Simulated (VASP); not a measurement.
# NaTa8O20 (a cell with a defect) in VASP: notebook, part 2 of 2

VASP 6.6.1. Earlier steps stand in the parts before.

## 3. Single point, PBEsol

Input file INCAR:

```
SYSTEM = NaTa8O20
ALGO = Normal ; EDIFF = 1E-6
ENCUT = 520 ; GGA = PS
GGA_COMPAT = .FALSE. ; ISIF = 2
ISMEAR = -1 ; LASPH = .TRUE.
LCHARG = .FALSE. ; LREAL = .FALSE.
LWAVE = .FALSE. ; NBANDS = 128
NELM = 120 ; PREC = Accurate
SIGMA = 0.01
```

Input file KPOINTS:

```
Automatic mesh
0
Gamma
  1 1 1
  0.25 0.25 0.25
```

Input file POSCAR:

```
NaTa8O20
1.0
    0.0000000000     11.9846651819      3.5696847681
    5.7020527302      0.0000000000      3.5696847681
    5.7020527302     11.9846651819      0.0000000000
Ta O Na
8 20 1
Direct
    0.1040508192      0.3984942510      0.7576431551
    0.6017636795      0.8965185365      0.2598422654
    0.3971572287      0.1023180287      0.7488813056
    0.8979357937      0.6035087728      0.2479583251
    0.2400854674      0.2554652599      0.4038509141
    0.7423980535      0.7571974366      0.9015560763
    0.2522598672      0.2452503121      0.1046860921
    0.7578246481      0.7507314694      0.5990995882
    0.3143488930      0.6857802170      0.5787107961
    0.8046438677      0.1957075354      0.0744199600
    0.1942207168      0.8061577647      0.9299089191
    0.6831601199      0.3174335956      0.4319838930
    0.4178332065      0.5818617475      0.1882926260
    0.9221091470      0.0773096437      0.6946124643
    0.0838567500      0.9181589875      0.3071637347
    0.5649552963      0.4371204872      0.8199576427
    0.4013812601      0.0688385747      0.3342818761
    0.9314720548      0.5986287207      0.8041304753
    0.0674474759      0.4113101928      0.2062790970
    0.5891944730      0.9334130004      0.6846441119
    0.1897796667      0.3366831928      0.5728920309
    0.6653698373      0.8116167300      0.0975436456
    0.3065606347      0.1923103965      0.9256435042
    0.8090442479      0.6944819782      0.4233009139
    0.2422182245      0.2373611937      0.7579293292
    0.7627714404      0.7586062696      0.2374750645
    0.2521559150      0.2264944537      0.2552451093
    0.7768140387      0.7500221005      0.7308322350
    0.2018065861      0.7989006081      0.3932733509
```

Potentials or basis: VASP PAW PBE potentials, release 64 (Ta_pv, O, Na_pv).

On the command line:

```sh
$ cat potpaw_PBE.64/Ta_pv/POTCAR potpaw_PBE.64/O/POTCAR potpaw_PBE.64/Na_pv/POTCAR > POTCAR
$ mpirun -np 1 vasp_std > vasp.out
```

OUTCAR:

```text
SYSTEM = NaTa8O20
   EDIFF = 1E-6
   ENCUT = 520
   GGA = PS
   ISIF = 2
   ISMEAR = -1
   LASPH = .TRUE.
   LREAL = .FALSE.
   NELM = 120
   PREC = Accurate

 ion  position               nearest neighbor table
   1  0.104  0.398  0.758-  21 1.84  25 1.90   9 1.92  10 1.92  18 2.07   2 3.55   2 3.58
   2  0.602  0.897  0.260-  22 1.84  26 1.90  10 1.92   9 1.92  17 2.07   1 3.55   1 3.58
   3  0.397  0.102  0.749-  23 1.84  12 1.92  11 1.92  25 1.93  20 2.03   4 3.56   4 3.58
   4  0.898  0.604  0.248-  24 1.84  12 1.92  11 1.92  26 1.93  19 2.03   3 3.56   3 3.58
   5  0.240  0.255  0.404-  17 1.83  14 1.91  27 1.93  13 1.96  21 2.02   6 3.56   6 3.58
   6  0.742  0.757  0.902-  18 1.83  14 1.93  28 1.93  13 1.95  22 2.02   5 3.56   5 3.58
   7  0.252  0.245  0.105-  19 1.82  16 1.91  15 1.95  27 1.95  23 2.00   8 3.53
   8  0.758  0.751  0.599-  20 1.83  16 1.91  15 1.94  28 1.96  24 2.00   7 3.53
   9  0.314  0.686  0.579-   1 1.92   2 1.92
  10  0.805  0.196  0.074-   2 1.92   1 1.92
  11  0.194  0.806  0.930-   4 1.92   3 1.92
  12  0.683  0.317  0.432-   4 1.92   3 1.92
  13  0.418  0.582  0.188-   6 1.95   5 1.96
  14  0.922  0.077  0.695-   5 1.91   6 1.93
[... 12 lines left out ...]
  27  0.252  0.226  0.255-   5 1.93   7 1.95
  28  0.777  0.750  0.731-   6 1.93   8 1.96
  29  0.202  0.799  0.393-

  LATTYP: Found a face centered orthorhombic cell.
 ALAT       =     7.1393695362
 B/A-ratio  =     1.5973546967
 C/A-ratio  =     3.3573455250

  Lattice vectors:

 A1 = (   5.7020527302,  11.9846651819,   0.0000000000)
 A2 = (   0.0000000000,  11.9846651819,   3.5696847681)
 A3 = (   5.7020527302,   0.0000000000,   3.5696847681)

Analysis of symmetry for initial positions (statically):
=====================================================================
 Subroutine PRICEL returns:
 Original cell was already a primitive cell.

 Routine SETGRP: Setting up the symmetry group for a
 face centered orthorhombic supercell.

 Subroutine GETGRP returns: Found  1 space group operations
 (whereof  1 operations were pure point group operations)
 out of a pool of  8 trial point group operations.

[... 172 lines left out ...]
   GGA     = PS    functional components
   LHFCALC =     F    Hartree Fock is set to
   AEXX    =    0.0000 exact exchange contribution
   IVDW    =     0    specifies the selected vdW correction
   LEPSILON=     F    determine dielectric tensor
   LRPA    =     F    only Hartree local field effects (RPA)
 non-spin polarized calculation
  energy-cutoff  :      520.00
  volume of cell :      487.88
 maximum number of plane-waves:     13140
 NGX is ok and might be reduce to    96
   NGX = 47   NGY = 25   NGZ = 49

 number of electron     214.9999990 magnetization

 Free energy of the ion-electron system (eV)
  ---------------------------------------------------
  ext. energy  EPLUGINS =         0.00000000
  ---------------------------------------------------
  free energy    TOTEN  =      -283.78953508 eV

  energy without entropy =     -283.77591401  energy(sigma->0) =     -283.78272455

 E-fermi :   2.8622     XC(G=0):  -8.8815

 val. band max:        2.8619787522   @ k =   0.2500   0.2500   0.2500
 cond. band min:       2.8624970853   @ k =   0.0000  -0.2500   0.0000
 fundamental gap:      0.0005183330
 Fermi energy:         2.8621922189

 k-point     1 :       0.2500    0.2500    0.2500
  band No.  band energies     occupation
      1     -34.5387      2.00000
      2     -34.5345      2.00000
      3     -34.5049      2.00000
      4     -34.4532      2.00000
      5     -34.4377      2.00000
      6     -34.4143      2.00000
[... 477 lines left out ...]
    118       4.2067      0.00000
    119       4.3305      0.00000
 [bands above 119 left out]

------------------------ aborting loop because EDIFF is reached ----------------------------------------

  FORCE on cell =-STRESS in cart. coord.  units (eV):
  Direction    XX          YY          ZZ          XY          YZ          ZX
  --------------------------------------------------------------------------------------
  -------------------------------------------------------------------------------------
  Total        2.1369640      0.5097096      4.4073143      0.1905307      0.0152649     -0.0076025
  in kB        7.0176354      1.6738494     14.4733016      0.6256890      0.0501287     -0.0249660
  external PRESSURE =       7.7215955 kB  Pullay stress =       0.0000000 kB

 VOLUME and BASIS-vectors are now :
 -----------------------------------------------------------------------------
  energy-cutoff  :      520.00
  volume of cell :      487.88
      direct lattice vectors                 reciprocal lattice vectors
     0.000000000 11.984665182  3.569684768    -0.087687719  0.041719981  0.140068390
     5.702052730  0.000000000  3.569684768     0.087687719 -0.041719981  0.140068390
     5.702052730 11.984665182  0.000000000     0.087687719  0.041719981 -0.140068390

 POSITION                                       TOTAL-FORCE (eV/Angst)
 -----------------------------------------------------------------------------------
      6.59236     10.32711      1.79393         0.089202     -0.005126      0.004555
      6.59363     10.32606      5.34840         0.097166      0.000877      0.013060
      4.85358     13.73489      1.78297        -0.054559     -0.024530      0.003600
      4.85511     13.73316      5.35968        -0.081353     -0.010016      0.000734
      3.75946      7.71736      1.76896         0.124321     -0.024302      0.143728
      9.45830     19.70224      5.35308         0.130495     -0.034037      0.067764
[... 21 lines left out ...]
      8.44391     18.06864      5.45032        -0.006254     -0.016173     -0.017214
      6.79784      7.13183      3.57221        -0.005742      0.002537     -0.005191
 -----------------------------------------------------------------------------------
    total drift:                                0.000734      0.000802      0.001485

  FREE ENERGIE OF THE ION-ELECTRON SYSTEM (eV)
  ---------------------------------------------------
  free  energy   TOTEN  =      -283.7895350813 eV

  energy  without entropy=     -283.7759140104  energy(sigma->0) =     -283.78272455
```

stdout:

```text
POSCAR found type information on POSCAR TaO Na
 POSCAR found :  3 types and      29 ions
 scaLAPACK will be used
 -----------------------------------------------------------------------------
|                                                                             |
|                                                                             |
|     You have a (more or less) 'large supercell' and for larger cells it     |
|     might be more efficient to use real-space projection operators.         |
|     Therefore, try LREAL= Auto in the INCAR file.                           |
|     Mind: For very accurate calculation, you might also keep the            |
|     reciprocal projection scheme (i.e. LREAL=.FALSE.).                      |
|                                                                             |
 -----------------------------------------------------------------------------

 -----------------------------------------------------------------------------
|                                                                             |
|                                                                             |
|     You enforced a specific xc type in the INCAR file but a different       |
|     I HOPE YOU KNOW WHAT YOU ARE DOING!                                     |
|                                                                             |
 -----------------------------------------------------------------------------

 LDA part: xc-table for (Slater+PW92), standard interpolation
 POSCAR, INCAR and KPOINTS ok, starting setup
 FFT: planning ... GRIDC
 FFT: planning ... GRID_SOFT
 FFT: planning ... GRID
 WAVECAR not read
 entering main loop
```

Run time: 12 min. Hardware: 1 thread of Intel Xeon Platinum 8259CL at 2.50GHz (Skylake/Cascade Lake), shared host; peak memory 1 GiB.

What came out:

```
Free energy            : -283.7895 eV
Pressure               : 0.8 GPa
Largest force          : 0.192 eV/Å
Band gap on the k mesh : zero (an odd number of electrons rules out a gap without spin polarisation)
```

Forces on the atoms (eV/Å):
```
Ta   0.089 -0.005  0.005
Ta   0.097  0.001  0.013
Ta  -0.055 -0.025  0.004
Ta  -0.081 -0.010  0.001
Ta   0.124 -0.024  0.144
Ta   0.130 -0.034  0.068
Ta  -0.139  0.034 -0.066
Ta  -0.127  0.042 -0.053
O    0.080  0.049  0.010
O    0.082  0.029 -0.001
O   -0.086 -0.026  0.006
O   -0.076 -0.037 -0.004
O    0.055 -0.041 -0.040
O    0.071 -0.033 -0.075
O   -0.065  0.046  0.044
O   -0.052  0.039  0.061
O   -0.131  0.080 -0.037
O   -0.128  0.091 -0.007
O    0.151 -0.085  0.001
O    0.118 -0.066  0.018
O   -0.107 -0.075 -0.011
O   -0.104 -0.084 -0.019
O    0.106  0.045  0.001
O    0.120  0.047  0.002
O   -0.023  0.028 -0.010
O   -0.023  0.026  0.004
O   -0.015  0.000 -0.035
O   -0.006 -0.016 -0.017
Na  -0.006  0.003 -0.005
```

Levels at points of the mesh, in eV from the Fermi level:
```tsv
k point	band 105	band 106	band 107	band 108	band 109	band 110
(0.25, 0.25, 0.25)	-3.84	-3.57	-3.44	0.00	0.19	0.34
```

Caveat: the k points lie up to 0.54 Å⁻¹ apart, too coarse for converged energies and pressures of a metal; the PAW data sets were made with another functional, which shifts forces and pressure a little; spin-orbit coupling is left out, which moves the levels of the heavy elements; an odd number of electrons without spin polarisation forces a metal; a magnetic or distorted state may lie lower.

## 4. Single point, PBEsol

Input file INCAR:

```
SYSTEM = NaTa8O20
PREC = Accurate ; ENCUT = 520
EDIFF = 1E-6 ; ISMEAR = -1
SIGMA = 0.01 ; LREAL = .False.
LASPH = .True. ; NELM = 120
ALGO = Normal ; ISIF = 2
LWAVE = .False. ; LCHARG = .False.
GGA = PS ; NELECT = 214.0
NBANDS = 128 ; GGA_COMPAT = .False.
```

KPOINTS is that of step 3.

Input file POSCAR:

```
NaTa8O20
1.0
    0.0000000000     11.9846651819      3.5696847681
    5.7020527302      0.0000000000      3.5696847681
    5.7020527302     11.9846651819      0.0000000000
Ta O Na
8 20 1
Direct
    0.1042923189      0.3949742149      0.7577486274
    0.6028618823      0.8934339760      0.2592423861
    0.3954467709      0.1035433933      0.7510291689
    0.8960568401      0.6041797342      0.2504770077
    0.2422007703      0.2534890320      0.4016891726
    0.7443487949      0.7554994489      0.8996728122
    0.2489826253      0.2454002420      0.1078535177
    0.7538089878      0.7504091146      0.6030405144
    0.3146416248      0.6836276373      0.5776525707
    0.8066452783      0.1915974014      0.0744006438
    0.1938658681      0.8052838246      0.9333654594
    0.6844546844      0.3147931718      0.4343436850
    0.4192644600      0.5784356751      0.1874665389
    0.9236177018      0.0740194831      0.6930039477
    0.0795612215      0.9193047644      0.3087572208
    0.5617474320      0.4372484980      0.8213937186
    0.4031882536      0.0710681653      0.3336253549
    0.9289101974      0.5965817741      0.8077529026
    0.0658239688      0.4108855314      0.2101493408
    0.5866283568      0.9319554517      0.6894081974
    0.1850517447      0.3359345333      0.5763190266
    0.6621576332      0.8128707929      0.0992986114
    0.3040041832      0.1931179391      0.9271301029
    0.8046064691      0.6940327022      0.4264623702
    0.2457229409      0.2350097322      0.7536346637
    0.7638947674      0.7531067539      0.2355191316
    0.2540847656      0.2199653955      0.2548212643
    0.7781435619      0.7445388030      0.7306908187
    0.2029359315      0.7958137552      0.3890458126
```

On the command line:

```sh
$ cat potpaw_PBE.64/Ta_pv/POTCAR potpaw_PBE.64/O/POTCAR potpaw_PBE.64/Na_pv/POTCAR > POTCAR
$ mpirun -np 1 vasp_std > vasp.out
```

It took 11 min on 1 thread of Intel Xeon Platinum 8259CL at 2.50GHz (Skylake/Cascade Lake), shared host; peak memory 1 GiB.

The run converged. Its results:

| Property | Result |
| --- | --- |
| Free energy | -286.5626 eV |
| Largest force | 0.192 eV/Å |

Forces in eV/Å, atoms in the order of the input:
```
Ta   0.116 -0.002  0.024
Ta   0.132  0.006  0.032
Ta  -0.108 -0.025 -0.036
Ta  -0.117 -0.025 -0.037
Ta   0.137 -0.030  0.054
Ta   0.122 -0.059 -0.023
Ta  -0.118  0.043 -0.044
Ta  -0.118  0.049 -0.020
O    0.074  0.046 -0.008
O    0.076  0.025 -0.010
O   -0.079 -0.026  0.015
O   -0.073 -0.037  0.011
O    0.058 -0.044  0.011
O    0.076 -0.037  0.003
O   -0.076  0.037  0.009
O   -0.062  0.040  0.013
O   -0.148  0.119 -0.029
O   -0.139  0.122 -0.011
O    0.159 -0.084  0.016
O    0.153 -0.087  0.028
O   -0.114 -0.082 -0.001
O   -0.120 -0.087 -0.016
O    0.131  0.062  0.017
O    0.128  0.066  0.020
O   -0.023  0.024 -0.007
O   -0.018  0.015  0.004
O   -0.021 -0.020 -0.009
O   -0.020 -0.011  0.001
Na  -0.006  0.003 -0.004
```

Levels at points of the mesh, in eV from the Fermi level:
```csv
k point,band 103,band 104,band 105,band 106,band 107,band 108,band 109,band 110,band 111,band 112
"(0.25, 0.25, 0.25)",-0.94,-0.85,-0.68,-0.38,-0.27,3.16,3.29,3.46,3.83,4.02
```

Caveat: the cell carries a net charge on a neutralising background, which shifts energy and pressure; the cell is charged against a uniform background, so pressure and absolute levels hang on convention; the PAW data sets were made with another functional, which shifts forces and pressure a little; spin-orbit coupling is left out, which moves the levels of the heavy elements.
